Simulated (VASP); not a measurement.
# TiCo2 (Fd-3m) in VASP: further runs

Runs on TiCo2. Level: PBEsol. Tasks: single point, relaxation of cell and atoms.

All numbers are computed with VASP 6.6.1; they aren't measurements. Logs are shortened: lines on timing, memory, paths and dates and some standing lists are left out, and cuts for length are marked.

### 1 The cell of the first run

Symmetry: Fd-3m, No. 227, cubic system. The conventional cell has a = 6.553 Å, b = 6.553 Å, c = 6.553 Å, α = 90.00°, β = 90.00°, γ = 90.00°. Ti (site symmetry -43m) has 12 Co at 2.72 Å and 4 Ti at 2.84 Å within 3.6 Å. Co (site symmetry -3m) has 6 Co at 2.32 Å and 6 Ti at 2.72 Å within 3.1 Å.

### 2 Single point, PBEsol, collinear spin, ferrimagnetic start

The input, INCAR:

```
SYSTEM = TiCo2
PREC = Accurate
ENCUT = 520
EDIFF = 1E-6
ISMEAR = 0
SIGMA = 0.1
LREAL = .False.
LASPH = .True.
NELM = 150
ALGO = Normal
ISIF = 2
LWAVE = .False.
LCHARG = .False.
ISPIN = 2
MAGMOM = -0.31 -0.31 0.82 0.82 0.82 0.82
LORBIT = 11
LMAXMIX = 4
GGA = PS
NBANDS = 43
```

The input, KPOINTS:

```
regular mesh
0
Gamma
  10 10 10
  0 0 0
```

The input, POSCAR:

```
TiCo2
1.0
    0.0000000000      3.2766059321      3.2766059321
    3.2766059321      0.0000000000      3.2766059321
    3.2766059321      3.2766059321      0.0000000000
Ti Co
2 4
Direct
    0.5000000000      0.5000000000      0.5000000000
    0.7500000000      0.7500000000      0.7500000000
    0.1250000000      0.1250000000      0.1250000000
    0.6250000000      0.1250000000      0.1250000000
    0.1250000000      0.1250000000      0.6250000000
    0.1250000000      0.6250000000      0.1250000000
```

Potentials or basis: VASP PAW PBE potentials, release 64 (Ti_sv, Co).

Launch:

```sh
$ cat potpaw_PBE.64/Ti_sv/POTCAR potpaw_PBE.64/Co/POTCAR > POTCAR
$ mpirun -np 1 vasp_std > vasp.out
```

OUTCAR:

```text
SYSTEM = TiCo2
   PREC = Accurate
   ENCUT = 520
   EDIFF = 1E-6
   ISMEAR = 0
   LREAL = .False.
   LASPH = .True.
   NELM = 150
   ISIF = 2
   ISPIN = 2
   LORBIT = 11
   GGA = PS

 ion  position               nearest neighbor table
   1  0.500  0.500  0.500-   3 2.72   3 2.72   3 2.72   4 2.72   5 2.72   6 2.72   6 2.72   4 2.72
                             6 2.72   5 2.72   4 2.72   5 2.72   2 2.84   2 2.84   2 2.84   2 2.84
   2  0.750  0.750  0.750-   4 2.72   5 2.72   6 2.72   3 2.72   3 2.72   3 2.72   4 2.72   4 2.72
                             5 2.72   6 2.72   5 2.72   6 2.72   1 2.84   1 2.84   1 2.84   1 2.84
   3  0.125  0.125  0.125-   4 2.32   5 2.32   6 2.32   5 2.32   6 2.32   4 2.32   1 2.72   2 2.72
                             1 2.72   2 2.72   1 2.72   2 2.72
   4  0.625  0.125  0.125-   3 2.32   5 2.32   6 2.32   3 2.32   5 2.32   6 2.32   1 2.72   2 2.72
                             2 2.72   1 2.72   2 2.72   1 2.72
   5  0.125  0.125  0.625-   3 2.32   3 2.32   4 2.32   6 2.32   6 2.32   4 2.32   1 2.72   2 2.72
                             1 2.72   2 2.72   1 2.72   2 2.72
   6  0.125  0.625  0.125-   3 2.32   5 2.32   3 2.32   4 2.32   5 2.32   4 2.32   1 2.72   2 2.72
                             1 2.72   2 2.72   1 2.72   2 2.72

  LATTYP: Found a face centered cubic cell.
 ALAT       =     6.5532118642

  Lattice vectors:

 A1 = (   0.0000000000,   3.2766059321,   3.2766059321)
 A2 = (   3.2766059321,   0.0000000000,   3.2766059321)
 A3 = (   3.2766059321,   3.2766059321,   0.0000000000)

Analysis of symmetry for initial positions (statically):
=====================================================================
 Subroutine PRICEL returns:
 Original cell was already a primitive cell.

 Routine SETGRP: Setting up the symmetry group for a
 face centered cubic supercell.

 Subroutine GETGRP returns: Found 48 space group operations
 (whereof 24 operations were pure point group operations)
 out of a pool of 48 trial point group operations.

The static configuration has the point symmetry T_d .
 The point group associated with its full space group is O_h .

Analysis of symmetry for dynamics (positions and initial velocities):
=====================================================================
 Subroutine PRICEL returns:
 Original cell was already a primitive cell.

 Routine SETGRP: Setting up the symmetry group for a
 face centered cubic supercell.

 Subroutine GETGRP returns: Found 48 space group operations
 (whereof 24 operations were pure point group operations)
 out of a pool of 48 trial point group operations.

The dynamic configuration has the point symmetry T_d .
 The point group associated with its full space group is O_h .

Analysis of structural, dynamic, and magnetic symmetry:
=====================================================================
 Subroutine PRICEL returns:
 Original cell was already a primitive cell.

 Routine SETGRP: Setting up the symmetry group for a
 face centered cubic supercell.

 Subroutine GETGRP returns: Found 48 space group operations
 (whereof 24 operations were pure point group operations)
 out of a pool of 48 trial point group operations.

The overall configuration has the point symmetry T_d .
 The point group associated with its full space group is O_h .

 Subroutine INISYM returns: Found 48 space group operations
 (whereof 24 operations are pure point group operations),
 and found     1 'primitive' translations

----------------------------------------------------------------------------------------

                                     Primitive cell

  volume of cell :      70.3562

  direct lattice vectors                    reciprocal lattice vectors
     0.000000000  3.276605932  3.276605932    -0.152596928  0.152596928  0.152596928
     3.276605932  0.000000000  3.276605932     0.152596928 -0.152596928  0.152596928
     3.276605932  3.276605932  0.000000000     0.152596928  0.152596928 -0.152596928

  length of vectors
     4.633820548  4.633820548  4.633820548     0.264305633  0.264305633  0.264305633

  position of ions in fractional coordinates (direct lattice)
     0.500000000  0.500000000  0.500000000
     0.750000000  0.750000000  0.750000000
     0.125000000  0.125000000  0.125000000
     0.625000000  0.125000000  0.125000000
     0.125000000  0.125000000  0.625000000
     0.125000000  0.625000000  0.125000000

  ion indices of the primitive-cell ions
   primitive index   ion index
                 1           1
                 2           2
                 3           3
                 4           4
                 5           5
                 6           6

----------------------------------------------------------------------------------------

 KPOINTS: regular mesh

Automatic generation of k-mesh.
 Grid dimensions read from file:
 generate k-points for:   10   10   10

 Generating k-lattice:

  Cartesian coordinates                     Fractional coordinates (reciprocal lattice)
    -0.015259693  0.015259693  0.015259693     0.100000000  0.000000000  0.000000000
     0.015259693 -0.015259693  0.015259693     0.000000000  0.100000000  0.000000000
     0.015259693  0.015259693 -0.015259693     0.000000000  0.000000000  0.100000000

  Length of vectors
     0.026430563  0.026430563  0.026430563

  Shift w.r.t. Gamma in fractional coordinates (k-lattice)
     0.000000000  0.000000000  0.000000000

 Subroutine IBZKPT returns following result:
 ===========================================

 Found     47 irreducible k-points:

 Following reciprocal coordinates:
            Coordinates               Weight
  0.000000  0.000000  0.000000      1.000000
  0.100000  0.000000  0.000000      8.000000
  0.200000  0.000000  0.000000      8.000000
  0.300000  0.000000  0.000000      8.000000
  0.400000  0.000000  0.000000      8.000000
  0.500000  0.000000  0.000000      4.000000
[... 16 lines left out ...]
  0.300000  0.300000  0.000000      6.000000
  0.400000  0.300000  0.000000     24.000000
 [... further k-points ...]
   k-points           NKPTS =     47   k-points in BZ     NKDIM =     47   number of bands    NBANDS=     43
   number of dos      NEDOS =    301   number of ions     NIONS =      6
   total plane-waves  NPLWV =  46656
   dimension x,y,z NGX =    36 NGY =   36 NGZ =   36
   dimension x,y,z NGXF=    72 NGYF=   72 NGZF=   72
   ions per type =               2   4
   NGX,Y,Z   is equivalent  to a cutoff of  12.92, 12.92, 12.92 a.u.
   NGXF,Y,Z  is equivalent  to a cutoff of  25.83, 25.83, 25.83 a.u.
 SYSTEM =  TiCo2
   PREC   = accura    normal or accurate (medium, high low for compatibility)
   ISTART =      0    job   : 0-new  1-cont  2-samecut
   ICHARG =      2    charge: 1-file 2-atom 10-const
   ISPIN  =      2    spin polarized calculation?
   LNONCOLLINEAR =      F non collinear calculations
   LSORBIT =      F    spin-orbit coupling
   LASPH  =      T    aspherical Exc in radial PAW
   ENCUT  =  520.0 eV  38.22 Ry    6.18 a.u.   8.62  8.62  8.62*2*pi/ulx,y,z
   NELM   =    150;   NELMIN=  2; NELMDL= -5     # of ELM steps
   EDIFF  = 0.1E-05   stopping-criterion for ELM
   LREAL  =      F    real-space projection
   EDIFFG = 0.1E-04   stopping-criterion for IOM
   NSW    =      0    number of steps for IOM
   IBRION =     -1    ionic relax: 0-MD 1-quasi-New 2-CG
   NFREE  =      0    steps in history (QN), initial steepest desc. (CG)
   ISIF   =      2    stress and relaxation
   ISYM   =      2    0-nonsym 1-usesym 2-fastsym
   POTIM  = 0.5000    time-step for ionic-motion
   TEBEG  =    0.0;   TEEND  =   0.0 temperature during run
   PSTRESS=    0.0 pullay stress
   NELECT =      60.0000    total number of electrons
   NUPDOWN=      -1.0000    fix difference up-down
   EMIN   =  10.00;   EMAX   =-10.00  energy-range for DOS
   EFERMI =   0.00;   METHOD = LEGACY
   ISMEAR =     0;   SIGMA  =   0.10  broadening in eV -4-tet -1-fermi 0-gaus
   EFERMI_NEDOS =   21; number of points for ismear=-14 and -15
   IALGO  =     38    algorithm
   IMIX   =      4    mixing-type and parameters
     AMIX     =   0.40;   BMIX     =  1.00
     AMIX_MAG =   1.60;   BMIX_MAG =  1.00
  volume/ion in A,a.u.               =      11.73        79.13
  Fermi-wavevector in a.u.,A,eV,Ry     =   1.552474  2.933751 32.792434  2.410176
  Thomas-Fermi vector in A             =   2.656844
   LORBIT       =     11    0 simple, 1 ext, 2 COOP (PROOUT), +10 PAW based schemes
   GGA     = PS    functional components
   LHFCALC =     F    Hartree Fock is set to
   AEXX    =    0.0000 exact exchange contribution
   IVDW    =     0    specifies the selected vdW correction
   LEPSILON=     F    determine dielectric tensor
   LRPA    =     F    only Hartree local field effects (RPA)
 spin polarized calculation
 Gauss-broadening in eV      SIGMA  =   0.10
  energy-cutoff  :      520.00
  volume of cell :       70.36
 maximum number of plane-waves:      1917
   NGX = 17   NGY = 17   NGZ = 17

 number of electron      59.9999979 magnetization      -0.0036509

 number of electron      59.9999979 magnetization       0.0018677

 Free energy of the ion-electron system (eV)
  ---------------------------------------------------
  ext. energy  EPLUGINS =         0.00000000
  ---------------------------------------------------
  free energy    TOTEN  =       -49.74456400 eV

  energy without entropy =      -49.70290685  energy(sigma->0) =      -49.72373543

 E-fermi :  10.6096     XC(G=0): -13.3235

 val. band max:       10.5981470227   @ k =   0.5000   0.4000   0.0000
 cond. band min:      10.6134222427   @ k =   0.5000   0.3000   0.1000
 fundamental gap:      0.0152752200
 Fermi energy:        10.6096050809

 spin component 1

 k-point     1 :       0.0000    0.0000    0.0000
  band No.  band energies     occupation
      1     -46.2342      1.00000
      2     -46.1246      1.00000
      3     -22.6514      1.00000
      4     -22.6514      1.00000
      5     -22.6514      1.00000
      6     -22.4208      1.00000
[... 34 lines left out ...]
     41      16.4986      0.00000
     42      16.4986      0.00000
[... 994 lines left out ...]
      2     -46.1551      1.00000
      3     -22.6941      1.00000
      4     -22.6915      1.00000
      5     -22.5897      1.00000
      6     -22.4874      1.00000
[... 34 lines left out ...]
     41      13.8886      0.00000
     42      13.9483      0.00000

 [... further k-points ...]

 spin component 2

 k-point     1 :       0.0000    0.0000    0.0000
  band No.  band energies     occupation
      1     -46.2345      1.00000
      2     -46.1248      1.00000
      3     -22.6517      1.00000
      4     -22.6517      1.00000
      5     -22.6517      1.00000
      6     -22.4210      1.00000
[... 34 lines left out ...]
     41      16.4984      0.00000
     42      16.4984      0.00000
[... 994 lines left out ...]
      2     -46.1553      1.00000
      3     -22.6944      1.00000
      4     -22.6917      1.00000
      5     -22.5899      1.00000
      6     -22.4876      1.00000
[... 34 lines left out ...]
     41      13.8885      0.00000
     42      13.9483      0.00000

 [... further k-points ...]

 [bands above 42 left out]

------------------------ aborting loop because EDIFF is reached ----------------------------------------

  FORCE on cell =-STRESS in cart. coord.  units (eV):
  Direction    XX          YY          ZZ          XY          YZ          ZX
  --------------------------------------------------------------------------------------
  -------------------------------------------------------------------------------------
  Total       -0.3228142     -0.3228142     -0.3228142      0.0000000     -0.0000000      0.0000000
  in kB       -7.3512402     -7.3512402     -7.3512402      0.0000000     -0.0000000      0.0000000
  external PRESSURE =      -7.3512402 kB  Pullay stress =       0.0000000 kB

 VOLUME and BASIS-vectors are now :
 -----------------------------------------------------------------------------
  energy-cutoff  :      520.00
  volume of cell :       70.36
      direct lattice vectors                 reciprocal lattice vectors
     0.000000000  3.276605932  3.276605932    -0.152596928  0.152596928  0.152596928
     3.276605932  0.000000000  3.276605932     0.152596928 -0.152596928  0.152596928
     3.276605932  3.276605932  0.000000000     0.152596928  0.152596928 -0.152596928

 POSITION                                       TOTAL-FORCE (eV/Angst)
 -----------------------------------------------------------------------------------
      3.27661      3.27661      3.27661         0.000000      0.000000      0.000000
      4.91491      4.91491      4.91491        -0.000000     -0.000000     -0.000000
      0.81915      0.81915      0.81915        -0.000000      0.000000      0.000000
      0.81915      2.45745      2.45745        -0.000000      0.000000      0.000000
      2.45745      2.45745      0.81915        -0.000000      0.000000      0.000000
      2.45745      0.81915      2.45745        -0.000000      0.000000      0.000000
 -----------------------------------------------------------------------------------
    total drift:                                0.000000      0.000000      0.000000

  FREE ENERGIE OF THE ION-ELECTRON SYSTEM (eV)
  ---------------------------------------------------
  free  energy   TOTEN  =       -49.7445640010 eV

  energy  without entropy=      -49.7029068512  energy(sigma->0) =      -49.72373543

 total charge

# of ion       s       p       d       tot
------------------------------------------
    1        2.230   6.167   1.865  10.261
    2        2.230   6.167   1.865  10.261
    3        0.566   0.610   7.353   8.529
    4        0.566   0.610   7.353   8.529
    5        0.566   0.610   7.353   8.529
    6        0.566   0.610   7.353   8.529
--------------------------------------------------
tot          6.723  14.773  33.142  54.639

 magnetization (x)

# of ion       s       p       d       tot
------------------------------------------
    1       -0.000  -0.000  -0.000  -0.000
    2       -0.000  -0.000  -0.000  -0.000
    3        0.000  -0.000   0.001   0.001
    4        0.000  -0.000   0.001   0.001
    5        0.000  -0.000   0.001   0.001
    6        0.000  -0.000   0.001   0.001
--------------------------------------------------
tot         -0.000  -0.000   0.002   0.002
```

Wall time 15 min (1 thread of Intel Xeon 8259CL, shared host); peak memory 0.38 GiB.

What came out:

| Quantity | Value |
| --- | --- |
| Free energy | -49.7446 eV |
| Pressure | -0.7 GPa |
| Band gap on the k mesh | zero (filled and empty bands overlap) |
| Net moment | 0.00 μB per cell |
| Valence electrons inside the program's atomic spheres | Ti 10.26; Co 8.53 |

Caveat: the moments typed at the start vanished in this run; the PAW data sets were made with another functional, which shifts forces and pressure a little.

### 3 Relaxation of cell and atoms, PBEsol, collinear spin, ferrimagnetic start

This run uses another cell than the first one, of 12.55 Å³/atom.

The input, INCAR:

```
  PREC = Accurate
  ENCUT = 600
  EDIFF = 1E-6
  ISMEAR = 0
  SIGMA = 0.1
  LREAL = F
  LASPH = T
  NELM = 150
  ALGO = Normal
  ISIF = 3
  LWAVE = F
  LCHARG = F
  ISPIN = 2
  MAGMOM = -0.31 -0.31 0.82 0.82 0.82 0.82
  LORBIT = 11
  LMAXMIX = 4
  GGA = PS
  IBRION = 2
  NSW = 80
  EDIFFG = -0.01
```

The input, KPOINTS:

```
Automatic mesh
0
Gamma
  6 6 6
```

Changes to POSCAR since step 2:

```diff
@@ -2,5 +2,5 @@
 1.0
-    0.0000000000      3.2766059321      3.2766059321
-    3.2766059321      0.0000000000      3.2766059321
-    3.2766059321      3.2766059321      0.0000000000
+    0.0000000000      3.3520000000      3.3520000000
+    3.3520000000      0.0000000000      3.3520000000
+    3.3520000000      3.3520000000      0.0000000000
 Ti Co
```

Potentials or basis: VASP PAW PBE potentials, release 64 (Ti_sv, Co).

Launch:

```sh
$ cat potpaw_PBE.64/Ti_sv/POTCAR potpaw_PBE.64/Co/POTCAR > POTCAR
$ mpirun -np 1 vasp_std > vasp.out
```

Wall time 21 min (1 thread of Intel Xeon 8259CL, shared host); peak memory 0.34 GiB.

It converged, with:

```yaml
Free_energy: -49.7453 eV
Relaxed_volume: 11.68 Å³/atom
Relaxed_cell: a = 4.628 Å, b = 4.628 Å, c = 4.628 Å, α = 60.00°, β = 60.00°, γ = 60.00°
Space_group_after_relaxing_to_0.1_Å: Fd-3m (No. 227)
Energy_gained_by_relaxing: 40.3 meV/atom
Ionic_steps: 4
Pressure_after_relaxing: 0.1 GPa
Band_gap_on_the_k_mesh: zero (filled and empty bands overlap)
Net_moment: 0.00 μB per cell
Valence_electrons_inside_the_program's_atomic_spheres: Ti 10.27; Co 8.54
```

Step by step:
```
step  energy change (eV)  largest force (eV/Å)  pressure (GPa)  volume (Å³)
   1              0.0000                0.0000          -13.43        75.33
   2              0.1440                0.0000           23.47        64.42
   3             -0.2419                0.0000           -0.14        70.18
   4             -0.2419                0.0000            0.10        70.08
```

Final structure:
```xyz
6
Lattice="0.0000 3.2723 3.2723 3.2723 0.0000 3.2723 3.2723 3.2723 0.0000" Properties=species:S:1:pos:R:3 pbc="T T T"
Ti    3.2723    3.2723    3.2723
Ti    4.9084    4.9084    4.9084
Co    0.8181    0.8181    0.8181
Co    0.8181    2.4542    2.4542
Co    2.4542    2.4542    0.8181
Co    2.4542    0.8181    2.4542
```

Levels at points of the mesh, in eV from the Fermi level:
Spin up:
```
           k point  band 27  band 28  band 29  band 30  band 31  band 32  band 33  band 34
(0.00, 0.00, 0.00)    -0.65    -0.65    -0.58    -0.58    -0.58     0.85     0.85     0.85
(0.50, 0.00, 0.00)    -0.64    -0.39    -0.39     0.12     0.12     0.56     0.56     0.85
(0.50, 0.50, 0.00)    -0.59    -0.59    -0.54    -0.54    -0.03    -0.03     0.92     0.92
```
Spin down:
| k point | band 27 | band 28 | band 29 | band 30 | band 31 | band 32 | band 33 | band 34 |
| --- | --- | --- | --- | --- | --- | --- | --- | --- |
| (0.00, 0.00, 0.00) | -0.66 | -0.66 | -0.58 | -0.58 | -0.58 | 0.85 | 0.85 | 0.85 |
| (0.50, 0.00, 0.00) | -0.64 | -0.39 | -0.39 | 0.12 | 0.12 | 0.56 | 0.56 | 0.85 |
| (0.50, 0.50, 0.00) | -0.59 | -0.59 | -0.54 | -0.54 | -0.04 | -0.04 | 0.92 | 0.92 |

Caveat: the moments typed at the start vanished in this run; the PAW data sets were made with another functional, which shifts forces and pressure a little.
